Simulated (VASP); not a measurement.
ScPt: single point with LDA

ScPt:

```xyz
2
Lattice="3.3341 0.0000 0.0000 0.0000 3.3341 0.0000 0.0000 0.0000 3.3341" Properties=species:S:1:pos:R:3 pbc="T T T"
Sc    1.6671    1.6671    1.6671
Pt    0.0000    0.0000    0.0000
```

This cell differs from its parent crystal: volume scaled by 1.06.

| Item | Value |
| --- | --- |
| Program | VASP 6.6.1 |
| Task | single point |
| Functional | LDA |
| Potentials or basis | VASP PAW LDA potentials, release 64 (Sc_sv, Pt) |
| Cutoff | 520 eV |
| k mesh | 10 × 10 × 10 |
| Occupations | fermi-dirac, width 0.05 eV |
| Spin | no spin polarisation |

The pressure is -12.0 GPa.

Levels at points of the mesh, in eV from the Fermi level:
| k point | band 8 | band 9 | band 10 | band 11 | band 12 | band 13 |
| --- | --- | --- | --- | --- | --- | --- |
| (0.00, 0.00, 0.00) | -2.68 | -2.68 | -2.68 | 1.33 | 1.33 | 3.19 |
| (0.50, 0.00, 0.00) | -3.05 | -3.05 | -2.31 | -0.93 | -0.06 | 1.12 |
| (0.50, 0.50, 0.00) | -3.64 | -1.54 | -0.83 | 0.31 | 0.31 | 1.80 |
| (0.50, 0.50, 0.50) | -1.49 | -1.49 | -1.27 | -1.27 | -1.27 | 2.77 |

Run time: 49 s on 1 thread of AMD EPYC 7R43 64-Core Processor (Zen 3) (shared host), peak memory 0.13 GiB.

Caveat: spin-orbit coupling is left out, which moves the levels of the heavy elements.
